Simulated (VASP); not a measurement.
# Cd8Se7 (a cell with a defect) in VASP: a series of runs, part 2 of 2

VASP 6.6.1.

### Step 3. Single point, PBEsol

File INCAR:

```
SYSTEM = Cd8Se7
PREC = Accurate
ENCUT = 520
EDIFF = 1E-6
ISMEAR = 0
SIGMA = 0.05
LREAL = Auto
LASPH = .True.
NELM = 60
ALGO = Normal
ISIF = 2
LWAVE = .False.
LCHARG = .False.
GGA = PS
NBANDS = 82
```

File KPOINTS:

```
Automatic mesh
0
Gamma
  4 4 4
  0 0 0
```

File POSCAR:

```
Cd8Se7
1.0
   -6.0826191937      6.0826191937      0.0000000000
    0.0000000000      6.0826191937     -6.0826191937
   -6.0826191937      0.0000000000     -6.0826191937
Cd Se
8 7
Direct
    0.0005711949      0.0005711949      0.4982864154
    0.0270370459      0.4909876514      0.4909876514
    0.0005711949      0.0005711949      0.0005711949
    0.0005711949      0.4982864154      0.0005711949
    0.4909876514      0.0270370459      0.4909876514
    0.4909876514      0.4909876514      0.4909876514
    0.4982864154      0.0005711949      0.0005711949
    0.4909876514      0.4909876514      0.0270370459
    0.3768724214      0.8731275786      0.3768724214
    0.3768724214      0.8731275786      0.8731275786
    0.3768724214      0.3768724214      0.8731275786
    0.8731275786      0.8731275786      0.3768724214
    0.8731275786      0.3768724214      0.3768724214
    0.8750000000      0.8750000000      0.8750000000
    0.8731275786      0.3768724214      0.8731275786
```

Potentials or basis: VASP PAW PBE potentials, release 64 (Cd, Se).

On the command line:

```
$ cat potpaw_PBE.64/Cd/POTCAR potpaw_PBE.64/Se/POTCAR > POTCAR
$ mpirun -np 1 vasp_std > vasp.out
```

OUTCAR:

```text
SYSTEM = Cd8Se7
   PREC = Accurate
   ENCUT = 520
   EDIFF = 1E-6
   ISMEAR = 0
   LREAL = Auto
   LASPH = .True.
   NELM = 60
   ISIF = 2
   GGA = PS

 ion  position               nearest neighbor table
   1  0.001  0.001  0.498-   9 2.64  13 2.64  12 2.64  14 2.65
   2  0.027  0.491  0.491-  12 2.69  15 2.69  13 2.69
   3  0.001  0.001  0.001-  10 2.64  12 2.64  15 2.64  14 2.65
   4  0.001  0.498  0.001-  11 2.64  13 2.64  15 2.64  14 2.65
   5  0.491  0.027  0.491-  10 2.69  12 2.69   9 2.69
   6  0.491  0.491  0.491-   9 2.69  11 2.69  13 2.69
   7  0.498  0.001  0.001-   9 2.64  11 2.64  10 2.64  14 2.65
   8  0.491  0.491  0.027-  10 2.69  15 2.69  11 2.69
   9  0.377  0.873  0.377-   1 2.64   7 2.64   6 2.69   5 2.69
  10  0.377  0.873  0.873-   3 2.64   7 2.64   5 2.69   8 2.69
  11  0.377  0.377  0.873-   4 2.64   7 2.64   6 2.69   8 2.69
  12  0.873  0.873  0.377-   3 2.64   1 2.64   2 2.69   5 2.69
  13  0.873  0.377  0.377-   1 2.64   4 2.64   6 2.69   2 2.69
  14  0.875  0.875  0.875-   1 2.65   4 2.65   7 2.65   3 2.65
  15  0.873  0.377  0.873-   3 2.64   4 2.64   2 2.69   8 2.69

  LATTYP: Found a face centered cubic cell.
 ALAT       =    12.1652383874

  Lattice vectors:

 A1 = (  -6.0826191937,   6.0826191937,   0.0000000000)
 A2 = (   0.0000000000,   6.0826191937,  -6.0826191937)
 A3 = (  -6.0826191937,   0.0000000000,  -6.0826191937)

Analysis of symmetry for initial positions (statically):
=====================================================================
 Subroutine PRICEL returns:
 Original cell was already a primitive cell.

 Routine SETGRP: Setting up the symmetry group for a
 face centered cubic supercell.

 Subroutine GETGRP returns: Found 24 space group operations
 (whereof  6 operations were pure point group operations)
 out of a pool of 48 trial point group operations.

The static configuration has the point symmetry C_3v.
 The point group associated with its full space group is T_d .

Analysis of symmetry for dynamics (positions and initial velocities):
=====================================================================
 Subroutine PRICEL returns:
 Original cell was already a primitive cell.

 Routine SETGRP: Setting up the symmetry group for a
 face centered cubic supercell.

 Subroutine GETGRP returns: Found 24 space group operations
 (whereof  6 operations were pure point group operations)
 out of a pool of 48 trial point group operations.

The dynamic configuration has the point symmetry C_3v.
 The point group associated with its full space group is T_d .

 Subroutine INISYM returns: Found 24 space group operations
 (whereof  6 operations are pure point group operations),
 and found     1 'primitive' translations

----------------------------------------------------------------------------------------

                                     Primitive cell

  volume of cell :     450.0926

  direct lattice vectors                    reciprocal lattice vectors
    -6.082619194  6.082619194  0.000000000    -0.082201431  0.082201431  0.082201431
[... 79 lines left out ...]
   total plane-waves  NPLWV = 262144
   dimension x,y,z NGX =    64 NGY =   64 NGZ =   64
   dimension x,y,z NGXF=   128 NGYF=  128 NGZF=  128
   ions per type =               8   7
   NGX,Y,Z   is equivalent  to a cutoff of  12.37, 12.37, 12.37 a.u.
   NGXF,Y,Z  is equivalent  to a cutoff of  24.74, 24.74, 24.74 a.u.
 SYSTEM =  Cd8Se7
   PREC   = accura    normal or accurate (medium, high low for compatibility)
   ISTART =      0    job   : 0-new  1-cont  2-samecut
   ICHARG =      2    charge: 1-file 2-atom 10-const
   ISPIN  =      1    spin polarized calculation?
   LNONCOLLINEAR =      F non collinear calculations
   LSORBIT =      F    spin-orbit coupling
   LASPH  =      T    aspherical Exc in radial PAW
   ENCUT  =  520.0 eV  38.22 Ry    6.18 a.u.  15.99 15.99 15.99*2*pi/ulx,y,z
   NELM   =     60;   NELMIN=  2; NELMDL= -5     # of ELM steps
   EDIFF  = 0.1E-05   stopping-criterion for ELM
   LREAL  =      T    real-space projection
   EDIFFG = 0.1E-04   stopping-criterion for IOM
   NSW    =      0    number of steps for IOM
   IBRION =     -1    ionic relax: 0-MD 1-quasi-New 2-CG
   NFREE  =      0    steps in history (QN), initial steepest desc. (CG)
   ISIF   =      2    stress and relaxation
   ISYM   =      2    0-nonsym 1-usesym 2-fastsym
   POTIM  = 0.5000    time-step for ionic-motion
   TEBEG  =    0.0;   TEEND  =   0.0 temperature during run
   PSTRESS=    0.0 pullay stress
   NELECT =     138.0000    total number of electrons
   NUPDOWN=      -1.0000    fix difference up-down
   EMIN   =  10.00;   EMAX   =-10.00  energy-range for DOS
   EFERMI =   0.00;   METHOD = LEGACY
   ISMEAR =     0;   SIGMA  =   0.05  broadening in eV -4-tet -1-fermi 0-gaus
   EFERMI_NEDOS =   21; number of points for ismear=-14 and -15
   IALGO  =     38    algorithm
   IMIX   =      4    mixing-type and parameters
     AMIX     =   0.40;   BMIX     =  1.00
     AMIX_MAG =   1.60;   BMIX_MAG =  1.00
  volume/ion in A,a.u.               =      30.01       202.49
  Fermi-wavevector in a.u.,A,eV,Ry     =   1.103911  2.086089 16.580313  1.218619
  Thomas-Fermi vector in A             =   2.240376
   LORBIT       =      0    0 simple, 1 ext, 2 COOP (PROOUT), +10 PAW based schemes
   GGA     = PS    functional components
   LHFCALC =     F    Hartree Fock is set to
   AEXX    =    0.0000 exact exchange contribution
   IVDW    =     0    specifies the selected vdW correction
   LEPSILON=     F    determine dielectric tensor
   LRPA    =     F    only Hartree local field effects (RPA)
 non-spin polarized calculation
 Gauss-broadening in eV      SIGMA  =   0.05
  energy-cutoff  :      520.00
  volume of cell :      450.09
 maximum number of plane-waves:     12180
   NGX = 31   NGY = 31   NGZ = 31

 number of electron     138.0000004 magnetization

 Free energy of the ion-electron system (eV)
  ---------------------------------------------------
  ext. energy  EPLUGINS =         0.00000000
  ---------------------------------------------------
  free energy    TOTEN  =       -42.45007125 eV

  energy without entropy =      -42.45006652  energy(sigma->0) =      -42.45006889

 E-fermi :   1.2042     XC(G=0):  -8.8765

 val. band max:        1.0718193026   @ k =  -0.2500   0.5000   0.2500
 cond. band min:       1.3301572863   @ k =   0.5000   0.5000   0.0000
 fundamental gap:      0.2583379836
 Fermi energy:         1.2041559082

 k-point     1 :       0.0000    0.0000    0.0000
  band No.  band energies     occupation
      1     -12.0641      2.00000
      2     -11.7469      2.00000
      3     -11.7469      2.00000
      4     -11.7469      2.00000
      5     -11.6321      2.00000
      6     -11.6306      2.00000
[... 661 lines left out ...]
     80       5.2309      0.00000
     81       5.4439      0.00000
 [bands above 81 left out]

------------------------ aborting loop because EDIFF is reached ----------------------------------------

  FORCE on cell =-STRESS in cart. coord.  units (eV):
  Direction    XX          YY          ZZ          XY          YZ          ZX
  --------------------------------------------------------------------------------------
  -------------------------------------------------------------------------------------
  Total       -4.7060664     -4.7060664     -4.7060664      0.0000000      0.0000000      0.0000000
  in kB      -16.7520036    -16.7520036    -16.7520036      0.0000000      0.0000000      0.0000000
  external PRESSURE =     -16.7520036 kB  Pullay stress =       0.0000000 kB

 VOLUME and BASIS-vectors are now :
 -----------------------------------------------------------------------------
  energy-cutoff  :      520.00
  volume of cell :      450.09
      direct lattice vectors                 reciprocal lattice vectors
    -6.082619194  6.082619194  0.000000000    -0.082201431  0.082201431  0.082201431
     0.000000000  6.082619194 -6.082619194     0.082201431  0.082201431 -0.082201431
    -6.082619194  0.000000000 -6.082619194    -0.082201431 -0.082201431 -0.082201431

 POSITION                                       TOTAL-FORCE (eV/Angst)
 -----------------------------------------------------------------------------------
     -3.03436      0.00695     -3.03436        -0.000687     -0.000687     -0.000687
     -3.15095      3.15095     -5.97298        -0.015896      0.015896      0.015896
     -0.00695      0.00695     -0.00695         0.000687     -0.000687      0.000687
     -0.00695      3.03436     -3.03436         0.000687      0.000687     -0.000687
     -5.97298      3.15095     -3.15095         0.015896      0.015896     -0.015896
     -5.97298      5.97298     -5.97298         0.015896     -0.015896      0.015896
     -3.03436      3.03436     -0.00695        -0.000687      0.000687      0.000687
     -3.15095      5.97298     -3.15095        -0.015896     -0.015896     -0.015896
     -4.58474      7.60327     -7.60327        -0.016128      0.000000     -0.000000
     -7.60327      7.60327    -10.62181        -0.000000      0.000000      0.016128
     -7.60327      4.58474     -7.60327        -0.000000      0.016128     -0.000000
     -7.60327     10.62181     -7.60327        -0.000000     -0.016128     -0.000000
     -7.60327      7.60327     -4.58474        -0.000000      0.000000     -0.016128
    -10.64458     10.64458    -10.64458        -0.000000     -0.000000      0.000000
    -10.62181      7.60327     -7.60327         0.016128      0.000000     -0.000000
 -----------------------------------------------------------------------------------
    total drift:                               -0.000003      0.000003     -0.000003

  FREE ENERGIE OF THE ION-ELECTRON SYSTEM (eV)
  ---------------------------------------------------
  free  energy   TOTEN  =       -42.4500712465 eV

  energy  without entropy=      -42.4500665238  energy(sigma->0) =      -42.45006889
```

Wall time 14 min (1 thread of Intel Xeon Platinum 8259CL at 2.50GHz (Skylake/Cascade Lake), shared host); peak memory 0.63 GiB.

What came out:

| Quantity | Value |
| --- | --- |
| Free energy | -42.4501 eV |
| Pressure | -1.7 GPa |
| Largest force | 0.028 eV/Å |
| Band gap on the k mesh | 0.26 eV |

Forces in eV/Å, atoms in the order of the input:
```
Cd  -0.001 -0.001 -0.001
Cd  -0.016  0.016  0.016
Cd   0.001 -0.001  0.001
Cd   0.001  0.001 -0.001
Cd   0.016  0.016 -0.016
Cd   0.016 -0.016  0.016
Cd  -0.001  0.001  0.001
Cd  -0.016 -0.016 -0.016
Se  -0.016  0.000  0.000
Se   0.000  0.000  0.016
Se   0.000  0.016  0.000
Se   0.000 -0.016  0.000
Se   0.000  0.000 -0.016
Se   0.000  0.000  0.000
Se   0.016  0.000  0.000
```

Caveat: the PAW data sets were made with another functional, which shifts forces and pressure a little.
